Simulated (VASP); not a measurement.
# InSb (I-4m2) in VASP: single point with LDA

Aim: the single point of InSb with LDA.

Program: VASP 6.6.1. These are calculated values, not measurements. Logs are shortened: lines on timing, memory, paths and dates and some standing lists are left out, and cuts for length are marked.

## 1. The cell of the first run

Symmetry: I-4m2, No. 119, tetragonal system. The conventional cell has a = 4.718 Å, b = 4.718 Å, c = 6.478 Å, α = 90.00°, β = 90.00°, γ = 90.00°. In (site symmetry -4m2) has 4 Sb at 2.86 Å within 3.8 Å. Within 3.8 Å of Sb (site symmetry -4m2) lie 4 In at 2.86 Å.

## 2. Single point, LDA (equal xx and yy strain of +3 %)

The input, INCAR:

```
SYSTEM = InSb
PREC = Accurate
ENCUT = 520
EDIFF = 1E-7
ISMEAR = -1
SIGMA = 0.03
LREAL = .False.
LASPH = .True.
NELM = 80
ALGO = Normal
ISIF = 2
LWAVE = .False.
LCHARG = .True.
GGA = CA
LELF = .True.
LVHAR = .True.
NBANDS = 16
```

The input, KPOINTS:

```
Automatic mesh
0
Gamma
  10 10 10
  0 0 0
```

The input, POSCAR:

```
InSb
1.0
    0.0000000000      3.3362730000      3.2391000000
    3.3362730000      0.0000000000      3.2391000000
    3.3362730000      3.3362730000      0.0000000000
In Sb
1 1
Direct
    0.0000000000      0.0000000000      0.0000000000
    0.7500000000      0.7500000000      0.7500000000
```

Potentials or basis: VASP PAW LDA potentials, release 64 (In_d, Sb).

Launch:

```console
$ cat potpaw_LDA.64/In_d/POTCAR potpaw_LDA.64/Sb/POTCAR > POTCAR
$ mpirun -np 1 vasp_std > vasp.out
```

OUTCAR:

```text
SYSTEM = InSb
   PREC = Accurate
   ENCUT = 520
   EDIFF = 1E-7
   ISMEAR = -1
   LREAL = .False.
   LASPH = .True.
   NELM = 80
   ISIF = 2
   GGA = CA

 ion  position               nearest neighbor table
   1  0.000  0.000  0.000-   2 2.86   2 2.86   2 2.86   2 2.86
   2  0.750  0.750  0.750-   1 2.86   1 2.86   1 2.86   1 2.86

  LATTYP: Found a body centered tetragonal cell.
 ALAT       =     4.7182025244
 C/A-ratio  =     1.3730228761

  Lattice vectors:

 A1 = (   0.0000000000,  -3.3362730000,  -3.2391000000)
 A2 = (   0.0000000000,   3.3362730000,  -3.2391000000)
 A3 = (   3.3362730000,   0.0000000000,   3.2391000000)

Analysis of symmetry for initial positions (statically):
=====================================================================
 Subroutine PRICEL returns:
 Original cell was already a primitive cell.

 Routine SETGRP: Setting up the symmetry group for a
 body centered tetragonal supercell.

 Subroutine GETGRP returns: Found  8 space group operations
 (whereof  8 operations were pure point group operations)
 out of a pool of 16 trial point group operations.

The static configuration has the point symmetry D_2d.

Analysis of symmetry for dynamics (positions and initial velocities):
=====================================================================
 Subroutine PRICEL returns:
 Original cell was already a primitive cell.

 Routine SETGRP: Setting up the symmetry group for a
 body centered tetragonal supercell.

 Subroutine GETGRP returns: Found  8 space group operations
 (whereof  8 operations were pure point group operations)
 out of a pool of 16 trial point group operations.

The dynamic configuration has the point symmetry D_2d.

 Subroutine INISYM returns: Found  8 space group operations
 (whereof  8 operations are pure point group operations),
 and found     1 'primitive' translations

----------------------------------------------------------------------------------------

                                     Primitive cell

  volume of cell :      72.1070

  direct lattice vectors                    reciprocal lattice vectors
     0.000000000  3.336273000  3.239100000    -0.149867832  0.149867832  0.154363867
     3.336273000  0.000000000  3.239100000     0.149867832 -0.149867832  0.154363867
     3.336273000  3.336273000  0.000000000     0.149867832  0.149867832 -0.154363867

  length of vectors
     4.649998531  4.649998531  4.718202524     0.262200185  0.262200185  0.262200185

  position of ions in fractional coordinates (direct lattice)
     0.000000000  0.000000000  0.000000000
     0.750000000  0.750000000  0.750000000

  ion indices of the primitive-cell ions
   primitive index   ion index
                 1           1
                 2           2

----------------------------------------------------------------------------------------

 KPOINTS: Automatic mesh

Automatic generation of k-mesh.
 Grid dimensions read from file:
 generate k-points for:   10   10   10

 Generating k-lattice:

  Cartesian coordinates                     Fractional coordinates (reciprocal lattice)
    -0.014986783  0.014986783  0.015436387     0.100000000  0.000000000  0.000000000
     0.014986783 -0.014986783  0.015436387     0.000000000  0.100000000  0.000000000
     0.014986783  0.014986783 -0.015436387    -0.000000000 -0.000000000  0.100000000

  Length of vectors
     0.026220019  0.026220019  0.026220019

  Shift w.r.t. Gamma in fractional coordinates (k-lattice)
     0.000000000  0.000000000  0.000000000

 Subroutine IBZKPT returns following result:
 ===========================================

 Found    102 irreducible k-points:

 Following reciprocal coordinates:
            Coordinates               Weight
  0.000000  0.000000  0.000000      1.000000
  0.100000  0.000000  0.000000      8.000000
  0.200000  0.000000  0.000000      8.000000
  0.300000  0.000000  0.000000      8.000000
  0.400000  0.000000  0.000000      8.000000
  0.500000  0.000000  0.000000      4.000000
[... 16 lines left out ...]
  0.300000  0.300000  0.000000      2.000000
  0.400000  0.300000  0.000000      8.000000
 [... further k-points ...]
   k-points           NKPTS =    102   k-points in BZ     NKDIM =    102   number of bands    NBANDS=     16
   number of dos      NEDOS =    301   number of ions     NIONS =      2
   total plane-waves  NPLWV =  46656
   dimension x,y,z NGX =    36 NGY =   36 NGZ =   36
   dimension x,y,z NGXF=    72 NGYF=   72 NGZF=   72
   ions per type =               1   1
   NGX,Y,Z   is equivalent  to a cutoff of  12.87, 12.87, 12.68 a.u.
   NGXF,Y,Z  is equivalent  to a cutoff of  25.74, 25.74, 25.37 a.u.
 SYSTEM =  InSb
   PREC   = accura    normal or accurate (medium, high low for compatibility)
   ISTART =      0    job   : 0-new  1-cont  2-samecut
   ICHARG =      2    charge: 1-file 2-atom 10-const
   ISPIN  =      1    spin polarized calculation?
   LNONCOLLINEAR =      F non collinear calculations
   LSORBIT =      F    spin-orbit coupling
   LASPH  =      T    aspherical Exc in radial PAW
   ENCUT  =  520.0 eV  38.22 Ry    6.18 a.u.   8.65  8.65  8.77*2*pi/ulx,y,z
   NELM   =     80;   NELMIN=  2; NELMDL= -5     # of ELM steps
   EDIFF  = 0.1E-06   stopping-criterion for ELM
   LREAL  =      F    real-space projection
   EDIFFG = 0.1E-05   stopping-criterion for IOM
   NSW    =      0    number of steps for IOM
   IBRION =     -1    ionic relax: 0-MD 1-quasi-New 2-CG
   NFREE  =      0    steps in history (QN), initial steepest desc. (CG)
   ISIF   =      2    stress and relaxation
   ISYM   =      2    0-nonsym 1-usesym 2-fastsym
   POTIM  = 0.5000    time-step for ionic-motion
   TEBEG  =    0.0;   TEEND  =   0.0 temperature during run
   PSTRESS=    0.0 pullay stress
   NELECT =      18.0000    total number of electrons
   NUPDOWN=      -1.0000    fix difference up-down
   EMIN   =  10.00;   EMAX   =-10.00  energy-range for DOS
   EFERMI =   0.00;   METHOD = LEGACY
   ISMEAR =    -1;   SIGMA  =   0.03  broadening in eV -4-tet -1-fermi 0-gaus
   EFERMI_NEDOS =   21; number of points for ismear=-14 and -15
   IALGO  =     38    algorithm
   IMIX   =      4    mixing-type and parameters
     AMIX     =   0.40;   BMIX     =  1.00
     AMIX_MAG =   1.60;   BMIX_MAG =  1.00
  volume/ion in A,a.u.               =      36.05       243.30
  Fermi-wavevector in a.u.,A,eV,Ry     =   1.030797  1.947924 14.456769  1.062543
  Thomas-Fermi vector in A             =   2.164913
   LORBIT       =      0    0 simple, 1 ext, 2 COOP (PROOUT), +10 PAW based schemes
   GGA     = CA    functional components
   LHFCALC =     F    Hartree Fock is set to
   AEXX    =    0.0000 exact exchange contribution
   IVDW    =     0    specifies the selected vdW correction
   LEPSILON=     F    determine dielectric tensor
   LRPA    =     F    only Hartree local field effects (RPA)
 non-spin polarized calculation
  energy-cutoff  :      520.00
  volume of cell :       72.11
 maximum number of plane-waves:      1964
   NGX = 17   NGY = 17   NGZ = 17

 number of electron      18.0000006 magnetization

 Free energy of the ion-electron system (eV)
  ---------------------------------------------------
  ext. energy  EPLUGINS =         0.00000000
  ---------------------------------------------------
  free energy    TOTEN  =        -8.16750048 eV

  energy without entropy =       -8.16740059  energy(sigma->0) =       -8.16745053

 E-fermi :   4.3333     XC(G=0):  -8.7511

 val. band max:        4.2379321050   @ k =   0.0000   0.0000   0.0000
 cond. band min:       4.3715245134   @ k =   0.0000   0.0000   0.0000
 fundamental gap:      0.1335924084
 Fermi energy:         4.3333270650

 k-point     1 :       0.0000    0.0000    0.0000
  band No.  band energies     occupation
      1     -10.1585      2.00000
      2     -10.1585      2.00000
      3     -10.1531      2.00000
      4     -10.0872      2.00000
      5     -10.0830      2.00000
      6      -6.1307      2.00000
[... 8 lines left out ...]
     15      12.2233      0.00000
     16      12.6052      0.00000

 k-point     2 :       0.1000    0.0000    0.0000
  band No.  band energies     occupation
      1     -10.1611      2.00000
      2     -10.1567      2.00000
      3     -10.1525      2.00000
      4     -10.0874      2.00000
      5     -10.0830      2.00000
      6      -6.0472      2.00000
[... 8 lines left out ...]
     15      11.6763      0.00000
     16      11.9315      0.00000

 k-point     3 :       0.2000    0.0000    0.0000
  band No.  band energies     occupation
      1     -10.1704      2.00000
      2     -10.1524      2.00000
      3     -10.1489      2.00000
      4     -10.0877      2.00000
      5     -10.0829      2.00000
      6      -5.8073      2.00000
[... 8 lines left out ...]
     15      11.3631      0.00000
     16      11.5620      0.00000

 k-point     4 :       0.3000    0.0000    0.0000
  band No.  band energies     occupation
      1     -10.1822      2.00000
      2     -10.1475      2.00000
      3     -10.1442      2.00000
      4     -10.0877      2.00000
      5     -10.0821      2.00000
      6      -5.4508      2.00000
[... 8 lines left out ...]
     15      11.6621      0.00000
     16      11.7094      0.00000
[... 324 lines left out ...]
 k-point    22 :      -0.2000    0.2000    0.0000
  band No.  band energies     occupation
      1     -10.1872      2.00000
      2     -10.1454      2.00000
      3     -10.1396      2.00000
      4     -10.0868      2.00000
      5     -10.0844      2.00000
      6      -5.3333      2.00000
[... 8 lines left out ...]
     15      12.3060      0.00000
     16      12.7596      0.00000

 k-point    23 :       0.3000    0.3000    0.0000
  band No.  band energies     occupation
      1     -10.2004      2.00000
      2     -10.1348      2.00000
      3     -10.1348      2.00000
      4     -10.0978      2.00000
      5     -10.0773      2.00000
      6      -5.1757      2.00000
[... 8 lines left out ...]
     15      13.1344      0.00000
     16      13.7018      0.00000

 k-point    24 :       0.4000    0.3000    0.0000
  band No.  band energies     occupation
      1     -10.2086      2.00000
      2     -10.1308      2.00000
      3     -10.1303      2.00000
      4     -10.0993      2.00000
      5     -10.0764      2.00000
      6      -4.8619      2.00000
[... 8 lines left out ...]
     15      13.6108      0.00000
     16      14.0646      0.00000

 [... further k-points ...]
[... 5 lines left out ...]
  --------------------------------------------------------------------------------------
  -------------------------------------------------------------------------------------
  Total       -1.3745684     -1.3745684     -1.0020226      0.0000000      0.0000000      0.0000000
  in kB      -30.5421383    -30.5421383    -22.2643788      0.0000000      0.0000000      0.0000000
  external PRESSURE =     -27.7828851 kB  Pullay stress =       0.0000000 kB

 VOLUME and BASIS-vectors are now :
 -----------------------------------------------------------------------------
  energy-cutoff  :      520.00
  volume of cell :       72.11
      direct lattice vectors                 reciprocal lattice vectors
     0.000000000  3.336273000  3.239100000    -0.149867832  0.149867832  0.154363867
     3.336273000  0.000000000  3.239100000     0.149867832 -0.149867832  0.154363867
     3.336273000  3.336273000  0.000000000     0.149867832  0.149867832 -0.154363867

 POSITION                                       TOTAL-FORCE (eV/Angst)
 -----------------------------------------------------------------------------------
      0.00000      0.00000      0.00000         0.000000      0.000000     -0.000000
      5.00441      5.00441      4.85865        -0.000000     -0.000000      0.000000
 -----------------------------------------------------------------------------------
    total drift:                                0.000000      0.000000     -0.000000

  FREE ENERGIE OF THE ION-ELECTRON SYSTEM (eV)
  ---------------------------------------------------
  free  energy   TOTEN  =        -8.1675004786 eV

  energy  without entropy=       -8.1674005852  energy(sigma->0) =       -8.16745053
```

It took 2.7 min on 1 thread of Intel Xeon 8259CL, shared host; peak memory 0.26 GiB.

Results:

| Property | Result |
| --- | --- |
| Free energy | -8.1675 eV |
| Pressure | -2.8 GPa |
| Band gap on the k mesh | 0.13 eV |

Caveat: the cell differs from its parent crystal (equal xx and yy strain of +3 %); semilocal functionals underestimate gaps, and a narrow one can read as zero; spin-orbit coupling is left out, which moves the levels of the heavy elements.
